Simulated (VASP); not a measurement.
# Mo (Im-3m) in VASP: further runs

Mo is run at these levels: PBE; tasks: single point.

Everything below comes from runs of VASP 6.6.1. Logs are shortened: lines on timing, memory, paths and dates and some standing lists are left out, and cuts for length are marked.

**1. The cell of the first run**

Symmetry: Im-3m, No. 229, cubic system. Conventional cell: a = 3.137 Å, b = 3.137 Å, c = 3.137 Å, α = 90.00°, β = 90.00°, γ = 90.00°. Within 3.6 Å of Mo (site symmetry m-3m) lie 14 Mo at 2.72 to 3.14 Å.

**2. Single point, PBE**

File INCAR:

```
PREC     = Accurate       # precision mode
ENCUT    = 500            # plane-wave cutoff, eV
EDIFF    = 1E-6           # SCF threshold, eV
ISMEAR   = 1              # smearing method
SIGMA    = 0.15           # smearing width, eV
LREAL    = F              # projectors in reciprocal space
LASPH    = T              # aspherical terms in the spheres
NELM     = 120            # most SCF steps
ALGO     = Normal         # electronic algorithm
ISIF     = 2              # what is computed and relaxed
LWAVE    = F              # write WAVECAR
LCHARG   = F              # write CHGCAR
GGA      = PE             # functional
NBANDS   = 13             # bands
GGA_COMPAT= F
```

File KPOINTS:

```
regular mesh
0
Gamma
  12 12 12
```

File POSCAR:

```
Mo
1.0
    2.7168052572     -0.0000000150     -0.0000000261
   -0.9056017382      2.5614285657     -0.0000000261
   -0.9056017382     -1.2807142452      2.2182622296
Mo
1
Direct
    0.0000000000      0.0000000000      0.0000000000
```

Potentials or basis: VASP PAW PBE potentials, release 64 (Mo_sv).

Command:

```bash
cat potpaw_PBE.64/Mo_sv/POTCAR > POTCAR
mpirun -np 1 vasp_std > vasp.out
```

OUTCAR:

```text
PREC = Accurate
   ENCUT = 500
   EDIFF = 1E-6
   ISMEAR = 1
   LREAL = F
   LASPH = T
   NELM = 120
   ISIF = 2
   GGA = PE

 ion  position               nearest neighbor table
   1  0.000  0.000  0.000-

  LATTYP: Found a body centered cubic cell.
 ALAT       =     3.1370964931

  Lattice vectors:

 A1 = (   2.7168052572,  -0.0000000150,  -0.0000000261)
 A2 = (  -0.9056017382,   2.5614285657,  -0.0000000261)
 A3 = (  -0.9056017382,  -1.2807142452,   2.2182622296)

Analysis of symmetry for initial positions (statically):
=====================================================================
 Subroutine PRICEL returns:
 Original cell was already a primitive cell.

 Routine SETGRP: Setting up the symmetry group for a
 body centered cubic supercell.

 Subroutine GETGRP returns: Found 48 space group operations
 (whereof 48 operations were pure point group operations)
 out of a pool of 48 trial point group operations.

The static configuration has the point symmetry O_h .

Analysis of symmetry for dynamics (positions and initial velocities):
=====================================================================
 Subroutine PRICEL returns:
 Original cell was already a primitive cell.

 Routine SETGRP: Setting up the symmetry group for a
 body centered cubic supercell.

 Subroutine GETGRP returns: Found 48 space group operations
 (whereof 48 operations were pure point group operations)
 out of a pool of 48 trial point group operations.

The dynamic configuration has the point symmetry O_h .

 Subroutine INISYM returns: Found 48 space group operations
 (whereof 48 operations are pure point group operations),
 and found     1 'primitive' translations

----------------------------------------------------------------------------------------

                                     Primitive cell

  volume of cell :      15.4367

  direct lattice vectors                    reciprocal lattice vectors
     2.716805257 -0.000000015 -0.000000026     0.368079385  0.130135715  0.225401662
    -0.905601738  2.561428566 -0.000000026     0.000000004  0.390407144  0.225401662
    -0.905601738 -1.280714245  2.218262230     0.000000004  0.000000006  0.450803335

  length of vectors
     2.716805257  2.716805257  2.716805257     0.450803335  0.450803335  0.450803335

  position of ions in fractional coordinates (direct lattice)
     0.000000000  0.000000000  0.000000000

  ion indices of the primitive-cell ions
   primitive index   ion index
                 1           1

----------------------------------------------------------------------------------------

 KPOINTS: regular mesh

Automatic generation of k-mesh.
 Grid dimensions read from file:
 generate k-points for:   12   12   12

 Generating k-lattice:

  Cartesian coordinates                     Fractional coordinates (reciprocal lattice)
     0.030673282  0.010844643  0.018783472     0.083333333  0.000000000 -0.000000000
     0.000000000  0.032533929  0.018783472     0.000000000  0.083333333 -0.000000000
     0.000000000  0.000000001  0.037566945     0.000000000  0.000000000  0.083333333

  Length of vectors
     0.037566945  0.037566945  0.037566945

  Shift w.r.t. Gamma in fractional coordinates (k-lattice)
     0.000000000  0.000000000  0.000000000

 Subroutine IBZKPT returns following result:
 ===========================================

 Found     72 irreducible k-points:

 Following reciprocal coordinates:
            Coordinates               Weight
  0.000000  0.000000  0.000000      1.000000
  0.083333  0.000000  0.000000     12.000000
  0.166667  0.000000  0.000000     12.000000
  0.250000  0.000000 -0.000000     12.000000
  0.333333  0.000000 -0.000000     12.000000
  0.416667 -0.000000 -0.000000     12.000000
[... 16 lines left out ...]
  0.333333  0.083333  0.083333     24.000000
  0.416667  0.083333  0.083333     12.000000
 [... further k-points ...]
   k-points           NKPTS =     72   k-points in BZ     NKDIM =     72   number of bands    NBANDS=     13
   number of dos      NEDOS =    301   number of ions     NIONS =      1
   total plane-waves  NPLWV =   8000
   dimension x,y,z NGX =    20 NGY =   20 NGZ =   20
   dimension x,y,z NGXF=    40 NGYF=   40 NGZF=   40
   ions per type =               1
   NGX,Y,Z   is equivalent  to a cutoff of  12.24, 12.24, 12.24 a.u.
   NGXF,Y,Z  is equivalent  to a cutoff of  24.48, 24.48, 24.48 a.u.
 SYSTEM =  unknown system
   PREC   = accura    normal or accurate (medium, high low for compatibility)
   ISTART =      0    job   : 0-new  1-cont  2-samecut
   ICHARG =      2    charge: 1-file 2-atom 10-const
   ISPIN  =      1    spin polarized calculation?
   LNONCOLLINEAR =      F non collinear calculations
   LSORBIT =      F    spin-orbit coupling
   LASPH  =      T    aspherical Exc in radial PAW
   ENCUT  =  500.0 eV  36.75 Ry    6.06 a.u.   4.95  4.95  4.95*2*pi/ulx,y,z
   NELM   =    120;   NELMIN=  2; NELMDL= -5     # of ELM steps
   EDIFF  = 0.1E-05   stopping-criterion for ELM
   LREAL  =      F    real-space projection
   EDIFFG = 0.1E-04   stopping-criterion for IOM
   NSW    =      0    number of steps for IOM
   IBRION =     -1    ionic relax: 0-MD 1-quasi-New 2-CG
   NFREE  =      0    steps in history (QN), initial steepest desc. (CG)
   ISIF   =      2    stress and relaxation
   ISYM   =      2    0-nonsym 1-usesym 2-fastsym
   POTIM  = 0.5000    time-step for ionic-motion
   TEBEG  =    0.0;   TEEND  =   0.0 temperature during run
   PSTRESS=    0.0 pullay stress
   NELECT =      14.0000    total number of electrons
   NUPDOWN=      -1.0000    fix difference up-down
   EMIN   =  10.00;   EMAX   =-10.00  energy-range for DOS
   EFERMI =   0.00;   METHOD = LEGACY
   ISMEAR =     1;   SIGMA  =   0.15  broadening in eV -4-tet -1-fermi 0-gaus
   EFERMI_NEDOS =   21; number of points for ismear=-14 and -15
   IALGO  =     38    algorithm
   IMIX   =      4    mixing-type and parameters
     AMIX     =   0.40;   BMIX     =  1.00
     AMIX_MAG =   1.60;   BMIX_MAG =  1.00
  volume/ion in A,a.u.               =      15.44       104.17
  Fermi-wavevector in a.u.,A,eV,Ry     =   1.584649  2.994552 34.165741  2.511111
  Thomas-Fermi vector in A             =   2.684234
   LORBIT       =      0    0 simple, 1 ext, 2 COOP (PROOUT), +10 PAW based schemes
   GGA     = PE    functional components
   LHFCALC =     F    Hartree Fock is set to
   AEXX    =    0.0000 exact exchange contribution
   IVDW    =     0    specifies the selected vdW correction
   LEPSILON=     F    determine dielectric tensor
   LRPA    =     F    only Hartree local field effects (RPA)
 non-spin polarized calculation
 Methfessel and Paxton  Order N= 1 SIGMA  =   0.15
  energy-cutoff  :      500.00
  volume of cell :       15.44
 maximum number of plane-waves:       402
   NGX =  9   NGY =  9   NGZ =  9

 number of electron      13.9999999 magnetization

 Free energy of the ion-electron system (eV)
  ---------------------------------------------------
  ext. energy  EPLUGINS =         0.00000000
  ---------------------------------------------------
  free energy    TOTEN  =       -10.94280146 eV

  energy without entropy =      -10.94286935  energy(sigma->0) =      -10.94282409

 E-fermi :  12.7453     XC(G=0): -13.4615

 val. band max:       12.6799457212   @ k =  -0.1667   0.2500   0.0833
 cond. band min:      12.7660523244   @ k =   0.5000   0.5000   0.0833
 fundamental gap:      0.0861066032
 Fermi energy:        12.7452669216

 k-point     1 :       0.0000    0.0000    0.0000
  band No.  band energies     occupation
      1     -48.4861      2.00000
      2     -21.7227      2.00000
      3     -21.7227      2.00000
      4     -21.7227      2.00000
      5       5.5199      2.00000
      6      11.4090      2.00000
      7      11.4090      2.00000
      8      11.4090      2.00000
      9      14.4811     -0.00000
     10      14.4811     -0.00000
     11      27.6478      0.00000
     12      27.6478      0.00000
     13      27.6478      0.00000

 k-point     2 :       0.0833    0.0000    0.0000
  band No.  band energies     occupation
      1     -48.4679      2.00000
      2     -21.8272      2.00000
      3     -21.7549      2.00000
      4     -21.7235      2.00000
      5       5.8284      2.00000
      6      11.2351      2.00000
      7      11.3760      2.00000
      8      11.7014      2.00000
      9      14.2369     -0.00000
     10      14.4863     -0.00000
     11      27.8729      0.00000
     12      28.1707      0.00000
     13      28.2478      0.00000

 k-point     3 :       0.1667    0.0000    0.0000
  band No.  band energies     occupation
      1     -48.4178      2.00000
      2     -22.1069      2.00000
      3     -21.8418      2.00000
      4     -21.7258      2.00000
      5       6.6393      2.00000
      6      10.7936      2.00000
      7      11.2248      2.00000
      8      12.5509      2.06951
      9      13.8971     -0.00000
     10      14.5262     -0.00000
     11      28.1969      0.00000
     12      29.3372      0.00000
     13      29.6465      0.00000

 k-point     4 :       0.2500    0.0000   -0.0000
  band No.  band energies     occupation
      1     -48.3485      2.00000
      2     -22.4766      2.00000
      3     -21.9586      2.00000
      4     -21.7289      2.00000
      5       7.4992      2.00000
      6      10.2548      2.00000
      7      11.2170      2.00000
      8      13.8683     -0.00000
      9      13.9438     -0.00000
     10      14.6442     -0.00000
     11      27.6638      0.00000
     12      29.1276      0.00000
     13      31.8591      0.00000

 k-point     5 :       0.3333    0.0000   -0.0000
  band No.  band energies     occupation
      1     -48.2784      2.00000
      2     -22.8337      2.00000
      3     -22.0732      2.00000
      4     -21.7321      2.00000
      5       7.7167      2.00000
      6       9.7727      2.00000
      7      12.1083      2.00000
      8      14.2801     -0.00000
      9      14.8460     -0.00000
     10      15.4676     -0.00000
     11      26.3492      0.00000
     12      27.3679      0.00000
     13      33.9914      0.00000
[... 257 lines left out ...]
 k-point    22 :       0.2500    0.0833    0.0833
  band No.  band energies     occupation
      1     -48.2650      2.00000
      2     -22.8422      2.00000
      3     -22.0871      2.00000
      4     -21.8216      2.00000
      5       8.3397      2.00000
      6       9.6817      2.00000
      7      11.1081      2.00000
      8      14.3794     -0.00000
      9      14.8887     -0.00000
     10      16.9228      0.00000
     11      26.8754      0.00000
     12      27.1330      0.00000
     13      30.9101      0.00000

 k-point    23 :       0.3333    0.0833    0.0833
  band No.  band energies     occupation
      1     -48.2190      2.00000
      2     -23.0208      2.00000
      3     -22.2099      2.00000
      4     -21.8300      2.00000
      5       8.1066      2.00000
      6       9.4211      2.00000
      7      12.4513      2.01818
      8      14.6097     -0.00000
      9      15.1035     -0.00000
     10      18.5487      0.00000
     11      25.0126      0.00000
     12      25.7647      0.00000
     13      29.5383      0.00000

 k-point    24 :       0.4167    0.0833    0.0833
  band No.  band energies     occupation
      1     -48.2020      2.00000
      2     -23.0841      2.00000
      3     -22.2560      2.00000
      4     -21.8332      2.00000
      5       7.9848      2.00000
      6       9.3325      2.00000
      7      13.1504     -0.00090
      8      14.6833     -0.00000
      9      15.1882     -0.00000
     10      19.2704      0.00000
     11      24.0388      0.00000
     12      25.3539      0.00000
     13      29.0074      0.00000

 [... further k-points ...]

------------------------ aborting loop because EDIFF is reached ----------------------------------------

  FORCE on cell =-STRESS in cart. coord.  units (eV):
  Direction    XX          YY          ZZ          XY          YZ          ZX
  --------------------------------------------------------------------------------------
  -------------------------------------------------------------------------------------
  Total        0.6339669      0.6339669      0.6339669      0.0000000      0.0000000     -0.0000000
  in kB       65.7996443     65.7996443     65.7996443      0.0000000      0.0000000     -0.0000000
  external PRESSURE =      65.7996443 kB  Pullay stress =       0.0000000 kB

 VOLUME and BASIS-vectors are now :
 -----------------------------------------------------------------------------
  energy-cutoff  :      500.00
  volume of cell :       15.44
      direct lattice vectors                 reciprocal lattice vectors
     2.716805257 -0.000000015 -0.000000026     0.368079385  0.130135715  0.225401662
    -0.905601738  2.561428566 -0.000000026     0.000000004  0.390407144  0.225401662
    -0.905601738 -1.280714245  2.218262230     0.000000004  0.000000006  0.450803335

 POSITION                                       TOTAL-FORCE (eV/Angst)
 -----------------------------------------------------------------------------------
      0.00000      0.00000      0.00000         0.000000      0.000000      0.000000
 -----------------------------------------------------------------------------------
    total drift:                                0.000000      0.000000      0.000000

  FREE ENERGIE OF THE ION-ELECTRON SYSTEM (eV)
  ---------------------------------------------------
  free  energy   TOTEN  =       -10.9428014591 eV

  energy  without entropy=      -10.9428693528  energy(sigma->0) =      -10.94282409
```

It took 26 s on 1 thread of AMD EPYC 7R13, shared host; peak memory 0.1 GiB.

Results:

- Free energy: -10.9428 eV
- Pressure: 6.6 GPa
- Band gap on the k mesh: zero (band 7 reaches 16.85 eV, above the bottom of band 8 at 11.41 eV)

Levels at points of the mesh, in eV from the Fermi level:
| k point | band 5 | band 6 | band 7 | band 8 | band 9 | band 10 |
| --- | --- | --- | --- | --- | --- | --- |
| (0.00, 0.00, 0.00) | -7.23 | -1.34 | -1.34 | -1.34 | 1.74 | 1.74 |
| (0.50, 0.00, 0.00) | -5.35 | -3.41 | 1.73 | 1.77 | 2.41 | 4.88 |
| (0.50, 0.50, 0.50) | -5.49 | -5.49 | 4.10 | 4.10 | 4.10 | 9.21 |

**3. Single point, PBE**

This run uses another cell than the first one, of 15.33 Å³/atom, 0.993 times its volume.

File INCAR:

```
  PREC = Accurate
  ENCUT = 500
  EDIFF = 1E-6
  ISMEAR = 1
  SIGMA = 0.15
  LREAL = False
  LASPH = True
  NELM = 120
  ALGO = Normal
  ISIF = 2
  LWAVE = False
  LCHARG = True
  GGA = PE
  LELF = True
  LVHAR = True
  NBANDS = 13
  GGA_COMPAT = False
```

KPOINTS is that of step 2.

File POSCAR:

```
Mo
1.0
    2.7106090505     -0.0000000150     -0.0000000260
   -0.9035363360      2.5555867260     -0.0000000260
   -0.9035363360     -1.2777933255      2.2132030480
Mo
1
Direct
    0.0000000000      0.0000000000      0.0000000000
```

Potentials or basis: VASP PAW PBE potentials, release 64 (Mo_sv).

Command:

```bash
cat potpaw_PBE.64/Mo_sv/POTCAR > POTCAR
mpirun -np 1 vasp_std > vasp.out
```

Run time: 22 s. Hardware: 1 thread of AMD EPYC 7R13, shared host; peak memory 0.1 GiB.

Results (log left out):

- Free energy: -10.9378 eV
- Pressure: 8.6 GPa
- Band gap on the k mesh: zero (band 7 reaches 17.00 eV, above the bottom of band 8 at 11.51 eV)

Levels at points of the mesh, in eV from the Fermi level:
```csv
k point,band 4,band 5,band 6,band 7,band 8,band 9,band 10,band 11
"(0.00, 0.00, 0.00)",-34.45,-7.25,-1.35,-1.35,-1.35,1.75,1.75,14.91
"(0.50, 0.00, 0.00)",-34.46,-5.39,-3.44,1.75,1.79,2.43,4.93,12.00
"(0.50, 0.50, 0.50)",-35.47,-5.54,-5.54,4.15,4.15,4.15,9.27,9.27
```

(Part 1 of 2 ends here.)
